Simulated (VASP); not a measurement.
Wanted: the native input for a VASP 6.6.1 run.

- Task: single point
- Functional: PBE
- Potentials or basis: VASP PAW PBE potentials, release 64 (C, Ba_sv)
- Cutoff: 600 eV
- k mesh: 4 × 4 × 4
- Occupations: gaussian, width 0.05 eV
- Spin: no spin polarisation
- Dipole correction: no
- Further INCAR settings: ALGO = Normal; EDIFF = 1e-06; NBANDS = 19

The structure of Ba2C lies in POSCAR:

```
Ba2C
1.0
    0.0000000000      3.5265234825      3.5265234825
    3.5265234825      0.0000000000      3.5265234825
    3.5265234825      3.5265234825      0.0000000000
C Ba
1 2
Direct
    0.0000000000      0.0000000000      0.0000000000
    0.2500000000      0.2500000000      0.2500000000
    0.7500000000      0.7500000000      0.7500000000
```

One way to write it, as run:

INCAR

```
ALGO     = Normal         # electronic algorithm
EDIFF    = 1E-6           # SCF threshold, eV
ENCUT    = 600            # plane-wave cutoff, eV
GGA      = PE             # functional
GGA_COMPAT= F            
ISIF     = 2              # what is computed and relaxed
ISMEAR   = 0              # smearing method
LASPH    = T              # aspherical terms in the spheres
LCHARG   = F              # write CHGCAR
LREAL    = F              # projectors in reciprocal space
LWAVE    = F              # write WAVECAR
NBANDS   = 19             # bands
NELM     = 120            # most SCF steps
PREC     = Accurate       # precision mode
SIGMA    = 0.05           # smearing width, eV
```

KPOINTS

```
k-points
0
Gamma
  4 4 4
```

Potentials or basis: VASP PAW PBE potentials, release 64 (C, Ba_sv).

Launch:

```console
$ cat potpaw_PBE.64/C/POTCAR potpaw_PBE.64/Ba_sv/POTCAR > POTCAR
$ mpirun -np 1 vasp_std > vasp.out
```

It gave:

| Property | Result |
| --- | --- |
| Pressure | 1.2 GPa |
| Band gap on the k mesh | zero (filled and empty bands touch) |

Caveat: the k points lie up to 0.39 Å⁻¹ apart; spin-orbit coupling is left out, which moves the levels of the heavy elements.

Wall time 24 s on 1 thread of AMD EPYC 7R43 64-Core Processor (Zen 3), with other jobs on the host, peak memory 0.2 GiB.
